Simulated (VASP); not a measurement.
# CaS (Fm-3m) in VASP: single point with PBE

Aim: the single point of CaS with PBE.

Program: VASP 6.6.1. These are calculated values, not measurements. Logs are shortened: lines on timing, memory, paths and dates and some standing lists are left out, and cuts for length are marked.

### 1 The cell of the first run

Symmetry: Fm-3m, No. 225, cubic system. Conventional cell: a = 5.779 Å, b = 5.779 Å, c = 5.779 Å, α = 90.00°, β = 90.00°, γ = 90.00°. Within 3.8 Å of Ca (site symmetry m-3m) lie 6 S at 2.89 Å. Within 3.8 Å of S (site symmetry m-3m) lie 6 Ca at 2.89 Å.

### 2 Single point, PBE (volume scaled by 1.05)

Input file INCAR:

```
SYSTEM = CaS
  PREC = Accurate
  ENCUT = 500
  EDIFF = 1E-6
  ISMEAR = -1
  SIGMA = 0.01
  LREAL = .FALSE.
  LASPH = .TRUE.
  NELM = 120
  ALGO = Normal
  ISIF = 2
  LWAVE = .FALSE.
  LCHARG = .FALSE.
  GGA = PE
  NBANDS = 15
  GGA_COMPAT = .FALSE.
```

Input file KPOINTS:

```
regular mesh
0
G
  7 7 7
  0 0 0
```

Input file POSCAR:

```
CaS
1.0
    0.0000000000      2.8896148424      2.8896148424
    2.8896148424      0.0000000000      2.8896148424
    2.8896148424      2.8896148424      0.0000000000
Ca S
1 1
Direct
    0.0000000000      0.0000000000      0.0000000000
    0.5000000000      0.5000000000      0.5000000000
```

Potentials or basis: VASP PAW PBE potentials, release 64 (Ca_sv, S).

Run with:

```
$ cat potpaw_PBE.64/Ca_sv/POTCAR potpaw_PBE.64/S/POTCAR > POTCAR
$ mpirun -np 1 vasp_std > vasp.out
```

OUTCAR:

```text
SYSTEM = CaS
   PREC = Accurate
   ENCUT = 500
   EDIFF = 1E-6
   ISMEAR = -1
   LREAL = .FALSE.
   LASPH = .TRUE.
   NELM = 120
   ISIF = 2
   GGA = PE

 ion  position               nearest neighbor table
   1  0.000  0.000  0.000-   2 2.89   2 2.89   2 2.89   2 2.89   2 2.89   2 2.89
   2  0.500  0.500  0.500-   1 2.89   1 2.89   1 2.89   1 2.89   1 2.89   1 2.89

  LATTYP: Found a face centered cubic cell.
 ALAT       =     5.7792296848

  Lattice vectors:

 A1 = (   0.0000000000,   2.8896148424,   2.8896148424)
 A2 = (   2.8896148424,   0.0000000000,   2.8896148424)
 A3 = (   2.8896148424,   2.8896148424,   0.0000000000)

Analysis of symmetry for initial positions (statically):
=====================================================================
 Subroutine PRICEL returns:
 Original cell was already a primitive cell.

 Routine SETGRP: Setting up the symmetry group for a
 face centered cubic supercell.

 Subroutine GETGRP returns: Found 48 space group operations
 (whereof 48 operations were pure point group operations)
 out of a pool of 48 trial point group operations.

The static configuration has the point symmetry O_h .

Analysis of symmetry for dynamics (positions and initial velocities):
=====================================================================
 Subroutine PRICEL returns:
 Original cell was already a primitive cell.

 Routine SETGRP: Setting up the symmetry group for a
 face centered cubic supercell.

 Subroutine GETGRP returns: Found 48 space group operations
 (whereof 48 operations were pure point group operations)
 out of a pool of 48 trial point group operations.

The dynamic configuration has the point symmetry O_h .

 Subroutine INISYM returns: Found 48 space group operations
 (whereof 48 operations are pure point group operations),
 and found     1 'primitive' translations

----------------------------------------------------------------------------------------

                                     Primitive cell

  volume of cell :      48.2558

  direct lattice vectors                    reciprocal lattice vectors
     0.000000000  2.889614842  2.889614842    -0.173033441  0.173033441  0.173033441
     2.889614842  0.000000000  2.889614842     0.173033441 -0.173033441  0.173033441
     2.889614842  2.889614842  0.000000000     0.173033441  0.173033441 -0.173033441

  length of vectors
     4.086532500  4.086532500  4.086532500     0.299702712  0.299702712  0.299702712

  position of ions in fractional coordinates (direct lattice)
     0.000000000  0.000000000  0.000000000
     0.500000000  0.500000000  0.500000000

  ion indices of the primitive-cell ions
   primitive index   ion index
                 1           1
                 2           2

----------------------------------------------------------------------------------------

 KPOINTS: regular mesh

Automatic generation of k-mesh.
 Grid dimensions read from file:
 generate k-points for:    7    7    7

 Generating k-lattice:

  Cartesian coordinates                     Fractional coordinates (reciprocal lattice)
    -0.024719063  0.024719063  0.024719063     0.142857143  0.000000000  0.000000000
     0.024719063 -0.024719063  0.024719063     0.000000000  0.142857143  0.000000000
     0.024719063  0.024719063 -0.024719063     0.000000000  0.000000000  0.142857143

  Length of vectors
     0.042814673  0.042814673  0.042814673

  Shift w.r.t. Gamma in fractional coordinates (k-lattice)
     0.000000000  0.000000000  0.000000000

 Subroutine IBZKPT returns following result:
 ===========================================

 Found     20 irreducible k-points:

 Following reciprocal coordinates:
            Coordinates               Weight
  0.000000  0.000000  0.000000      1.000000
  0.142857  0.000000  0.000000      8.000000
  0.285714  0.000000  0.000000      8.000000
  0.428571  0.000000  0.000000      8.000000
  0.142857  0.142857  0.000000      6.000000
  0.285714  0.142857  0.000000     24.000000
[... 12 lines left out ...]
 -0.428571  0.428571  0.142857     24.000000
 -0.285714  0.428571  0.142857     24.000000
   k-points           NKPTS =     20   k-points in BZ     NKDIM =     20   number of bands    NBANDS=     15
   number of dos      NEDOS =    301   number of ions     NIONS =      2
   total plane-waves  NPLWV =  27000
   dimension x,y,z NGX =    30 NGY =   30 NGZ =   30
   dimension x,y,z NGXF=    60 NGYF=   60 NGZF=   60
   ions per type =               1   1
   NGX,Y,Z   is equivalent  to a cutoff of  12.20, 12.20, 12.20 a.u.
   NGXF,Y,Z  is equivalent  to a cutoff of  24.41, 24.41, 24.41 a.u.
 SYSTEM =  CaS
   PREC   = accura    normal or accurate (medium, high low for compatibility)
   ISTART =      0    job   : 0-new  1-cont  2-samecut
   ICHARG =      2    charge: 1-file 2-atom 10-const
   ISPIN  =      1    spin polarized calculation?
   LNONCOLLINEAR =      F non collinear calculations
   LSORBIT =      F    spin-orbit coupling
   LASPH  =      T    aspherical Exc in radial PAW
   ENCUT  =  500.0 eV  36.75 Ry    6.06 a.u.   7.45  7.45  7.45*2*pi/ulx,y,z
   NELM   =    120;   NELMIN=  2; NELMDL= -5     # of ELM steps
   EDIFF  = 0.1E-05   stopping-criterion for ELM
   LREAL  =      F    real-space projection
   EDIFFG = 0.1E-04   stopping-criterion for IOM
   NSW    =      0    number of steps for IOM
   IBRION =     -1    ionic relax: 0-MD 1-quasi-New 2-CG
   NFREE  =      0    steps in history (QN), initial steepest desc. (CG)
   ISIF   =      2    stress and relaxation
   ISYM   =      2    0-nonsym 1-usesym 2-fastsym
   POTIM  = 0.5000    time-step for ionic-motion
   TEBEG  =    0.0;   TEEND  =   0.0 temperature during run
   PSTRESS=    0.0 pullay stress
   NELECT =      16.0000    total number of electrons
   NUPDOWN=      -1.0000    fix difference up-down
   EMIN   =  10.00;   EMAX   =-10.00  energy-range for DOS
   EFERMI =   0.00;   METHOD = LEGACY
   ISMEAR =    -1;   SIGMA  =   0.01  broadening in eV -4-tet -1-fermi 0-gaus
   EFERMI_NEDOS =   21; number of points for ismear=-14 and -15
   IALGO  =     38    algorithm
   IMIX   =      4    mixing-type and parameters
     AMIX     =   0.40;   BMIX     =  1.00
     AMIX_MAG =   1.60;   BMIX_MAG =  1.00
  volume/ion in A,a.u.               =      24.13       162.82
  Fermi-wavevector in a.u.,A,eV,Ry     =   1.133091  2.141232 17.468461  1.283896
  Thomas-Fermi vector in A             =   2.269793
   LORBIT       =      0    0 simple, 1 ext, 2 COOP (PROOUT), +10 PAW based schemes
   GGA     = PE    functional components
   LHFCALC =     F    Hartree Fock is set to
   AEXX    =    0.0000 exact exchange contribution
   IVDW    =     0    specifies the selected vdW correction
   LEPSILON=     F    determine dielectric tensor
   LRPA    =     F    only Hartree local field effects (RPA)
 non-spin polarized calculation
  energy-cutoff  :      500.00
  volume of cell :       48.26
 maximum number of plane-waves:      1243
 NGX is ok and might be reduce to    30
   NGX = 15   NGY = 15   NGZ = 15

 number of electron      16.0000000 magnetization

 Free energy of the ion-electron system (eV)
  ---------------------------------------------------
  ext. energy  EPLUGINS =         0.00000000
  ---------------------------------------------------
  free energy    TOTEN  =       -10.35675727 eV

  energy without entropy =      -10.35675727  energy(sigma->0) =      -10.35675727

 E-fermi :   2.7185     XC(G=0):  -9.1271

 val. band max:        2.4236495103   @ k =   0.0000   0.0000   0.0000
 cond. band min:       4.9363530907   @ k =   0.4286   0.4286   0.0000
 fundamental gap:      2.5127035804
 Fermi energy:         2.7185269830

 k-point     1 :       0.0000    0.0000    0.0000
  band No.  band energies     occupation
      1     -36.9307      2.00000
      2     -17.9049      2.00000
      3     -17.9049      2.00000
      4     -17.9049      2.00000
      5      -8.7612      2.00000
      6       2.4236      2.00000
      7       2.4236      2.00000
      8       2.4236      2.00000
      9       6.3025      0.00000
     10       6.5881      0.00000
     11       6.5881      0.00000
     12       6.5881      0.00000
     13       7.1443      0.00000
     14       7.1443      0.00000
     15      13.1824      0.00000

 k-point     2 :       0.1429    0.0000    0.0000
  band No.  band energies     occupation
      1     -36.9290      2.00000
      2     -17.9311      2.00000
      3     -17.9070      2.00000
      4     -17.9070      2.00000
      5      -8.6369      2.00000
      6       1.6364      2.00000
      7       2.1643      2.00000
      8       2.1643      2.00000
      9       6.5371      0.00000
     10       6.8635      0.00000
     11       6.8635      0.00000
     12       7.2867      0.00000
     13       7.6309      0.00000
     14       7.6309      0.00000
     15      13.1846      0.00000

 k-point     3 :       0.2857    0.0000    0.0000
  band No.  band energies     occupation
      1     -36.9252      2.00000
      2     -17.9887      2.00000
      3     -17.9117      2.00000
      4     -17.9117      2.00000
      5      -8.3401      2.00000
      6       0.3907      2.00000
      7       1.6975      2.00000
      8       1.6975      2.00000
      9       6.7473      0.00000
     10       7.5455      0.00000
     11       7.5455      0.00000
     12       8.6761      0.00000
     13       8.7808      0.00000
     14       8.7808      0.00000
     15      12.3570      0.00000
[... 271 lines left out ...]
 k-point    19 :      -0.4286    0.4286    0.1429
  band No.  band energies     occupation
      1     -36.9194      2.00000
      2     -17.9962      2.00000
      3     -17.9544      2.00000
      4     -17.9446      2.00000
      5      -8.1311      2.00000
      6       0.3140      2.00000
      7       1.2293      2.00000
      8       1.2734      2.00000
      9       5.8766      0.00000
     10       8.1342      0.00000
     11       8.4439      0.00000
     12       8.9910      0.00000
     13       9.0286      0.00000
     14       9.5201      0.00000
     15      11.8790      0.00000

 k-point    20 :      -0.2857    0.4286    0.1429
  band No.  band energies     occupation
      1     -36.9191      2.00000
      2     -17.9800      2.00000
      3     -17.9797      2.00000
      4     -17.9418      2.00000
      5      -8.0845      2.00000
      6       0.5657      2.00000
      7       0.6316      2.00000
      8       1.2121      2.00000
      9       6.8004      0.00000
     10       7.6924      0.00000
     11       8.4573      0.00000
     12       8.7526      0.00000
     13       8.9508      0.00000
     14      10.8473      0.00000
     15      12.0398      0.00000

------------------------ aborting loop because EDIFF is reached ----------------------------------------

  FORCE on cell =-STRESS in cart. coord.  units (eV):
  Direction    XX          YY          ZZ          XY          YZ          ZX
  --------------------------------------------------------------------------------------
  -------------------------------------------------------------------------------------
  Total       -0.5257331     -0.5257331     -0.5257331      0.0000000      0.0000000      0.0000000
  in kB      -17.4552470    -17.4552470    -17.4552470      0.0000000      0.0000000      0.0000000
  external PRESSURE =     -17.4552470 kB  Pullay stress =       0.0000000 kB

 VOLUME and BASIS-vectors are now :
 -----------------------------------------------------------------------------
  energy-cutoff  :      500.00
  volume of cell :       48.26
      direct lattice vectors                 reciprocal lattice vectors
     0.000000000  2.889614842  2.889614842    -0.173033441  0.173033441  0.173033441
     2.889614842  0.000000000  2.889614842     0.173033441 -0.173033441  0.173033441
     2.889614842  2.889614842  0.000000000     0.173033441  0.173033441 -0.173033441

 POSITION                                       TOTAL-FORCE (eV/Angst)
 -----------------------------------------------------------------------------------
      0.00000      0.00000      0.00000        -0.000000      0.000000      0.000000
      2.88961      2.88961      2.88961         0.000000     -0.000000     -0.000000
 -----------------------------------------------------------------------------------
    total drift:                               -0.000000      0.000000      0.000000

  FREE ENERGIE OF THE ION-ELECTRON SYSTEM (eV)
  ---------------------------------------------------
  free  energy   TOTEN  =       -10.3567572670 eV

  energy  without entropy=      -10.3567572670  energy(sigma->0) =      -10.35675727
```

Run time: 12 s. Hardware: 1 thread of Intel Xeon 6975P-C, shared host; peak memory 0.17 GiB.

Results:

| Quantity | Value |
| --- | --- |
| Free energy | -10.3568 eV |
| Pressure | -1.7 GPa |
| Band gap on the k mesh | 2.51 eV, indirect (least direct gap 3.27 eV) |

 A k mesh can miss the band edges.
